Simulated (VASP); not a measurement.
The system is HfSiF.

```xyz
6
Lattice="3.9590 0.0000 0.0000 -1.9795 3.4286 0.0000 0.0000 0.0000 6.4870" Properties=species:S:1:pos:R:3 pbc="T T T"
Hf    0.0000    0.0000    3.2290
Hf    0.0000    0.0000    6.4725
Si    1.9795    1.1429    5.3370
Si    0.0000    2.2857    2.0935
F     0.0000    2.2857    4.6984
F     1.9795    1.1429    1.4550
```

```yaml
Program: VASP 6.6.1
Task: relaxation of cell and atoms
Functional: PBE
Potentials_or_basis: VASP PAW PBE potentials, release 64 (Hf_pv, Si, F)
Cutoff: 600 eV
k_mesh: 6 × 6 × 4
Occupations: gaussian, width 0.1 eV
Spin: no spin polarisation
```

At the start: pressure 14.9 GPa; volume 14.68 Å³/atom.

Task: How do energy, volume and symmetry change on relaxing?

Result: Over 29 steps the energy falls by 567.3 meV/atom and the volume is 16.03 Å³/atom (+9.2 %); space group P6_3mc (No. 186, to 0.05 Å).

The path:
```
step  energy change (eV)  largest force (eV/Å)  pressure (GPa)  volume (Å³)
   1              0.0000                3.0093           14.91        88.05
   2             -1.1794                1.2179           -9.98       106.58
   3             -1.2441                1.5006           -6.56       102.39
   4             -1.8863                0.9308           -3.68        97.33
   5             -2.0621                0.2494            0.54        93.65
   6             -2.1106                0.3412            0.27        94.02
   7             -2.1258                0.4988            0.12        94.35
   8             -2.1786                0.5050           -0.41        94.83
   9             -2.3573                0.7849           -1.81        96.22
  10             -2.9831                0.9292           -4.32        98.72
  11             -1.9123                2.6722           -0.57       102.59
  12             -3.1784                0.7663           -4.45        99.66
  13             -3.1837                0.7177           -4.44        99.84
  14             -3.2000                0.6957           -4.13        99.67
  15             -3.2181                0.8080           -3.34        99.28
  16             -3.2367                0.7807           -3.01        98.91
  17             -3.2853                0.6871           -1.95        97.80
  18             -3.3452                0.4283            0.44        95.60
  19             -3.2777                0.3220            6.40        91.29
  20             -3.3534                0.2762            1.71        94.56
  21             -3.3652                0.1698            1.21        94.97
  22             -3.3791                0.1253           -0.08        96.11
  23             -3.3818                0.1256           -0.08        96.13
  24             -3.3894                0.1255           -0.10        96.18
  25             -3.4004                0.1209           -0.08        96.27
  26             -3.3889                0.1115           -0.04        96.37
  27             -3.4028                0.1105           -0.08        96.31
  28             -3.4029                0.1093           -0.08        96.31
  29             -3.4040                0.0316            0.10        96.16
```

Final structure:
```xyz
6
Lattice="3.7067 0.0000 0.0000 -1.8534 3.2101 0.0000 0.0000 0.0000 8.0816" Properties=species:S:1:pos:R:3 pbc="T T T"
Hf    0.0000    0.0000    4.6292
Hf    0.0000    0.0000    0.5884
Si    1.8533    1.0700    6.6921
Si    0.0000    2.1401    2.6513
F     0.0000    2.1401    5.2038
F     1.8533    1.0700    1.1630
```
